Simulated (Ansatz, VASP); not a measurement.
InAs in VASP and in Ansatz

Contents of INCAR:

```
ALGO = Normal
EDIFF = 1E-6
ENCUT = 500
GGA = PS
GGA_COMPAT = False
ISIF = 2
ISMEAR = -1
LASPH = True
LCHARG = False
LREAL = False
LWAVE = False
NBANDS = 16
NELM = 120
PREC = Accurate
SIGMA = 0.05
```

Contents of KPOINTS:

```
k-points
0
Gamma
  6 6 6
```

POSCAR

```
InAs
1.0
    0.0000000000      3.0180000000      3.1387200000
    3.0180000000      0.0000000000      3.1387200000
    3.0180000000      3.0180000000      0.0000000000
In As
1 1
Direct
    0.0000000000      0.0000000000      0.0000000000
    0.7500000000      0.7500000000      0.7500000000
```

input.yaml

```yaml
crystal:
  lattice:
    - [0.0, 3.018, 3.13872]
    - [3.018, 0.0, 3.13872]
    - [3.018, 3.018, 0.0]
  atoms:
    - { symbol: In, position: [0.0, 0.0, 0.0] }
    - { symbol: As, position: [0.75, 0.75, 0.75] }
hamiltonian:
  xc: pbesol
  pseudopotentials: { kind: paw }
kpoints:
  mp_grid: { grid: [6, 6, 6] }
scf:
  occupations: { method: fermi_dirac, width: 0.05 }
output:
  forces: true
  stress: true
  eigenvalues: true
  write_density: true
  write_potential: true
  elf: true
  volumetric_format: npy
```

Alike in both runs: task single point; functional PBEsol; k mesh 6 × 6 × 6; occupations fermi-dirac, width 0.05 eV; no spin polarisation.

```csv
,VASP,Ansatz
version,VASP 6.6.1,Ansatz 0.2.0
potentials or method,"VASP PAW PBE potentials, release 64 (In_d, As)",Ansatz PAW
plane-wave cutoff (eV),500,420
valence electrons in the cell,18,28
```

|  | VASP | Ansatz | Ansatz less VASP |
| --- | --- | --- | --- |
| gap on the k mesh at the Fermi level (eV) | none | none | - |
| pressure (GPa) | -0.6 | -0.7 | -0.08 |
| traceless stress, the component that is largest in VASP (GPa) | -0.96 | -0.96 | -0.001 |

VASP's potentials were made for PBE, not for PBEsol. A gap of «none» marks a metal or a gap that the smearing closes. VASP's potentials hold 18 valence electrons a cell and Ansatz's 28, so a difference there can come from the potentials and not from the codes.
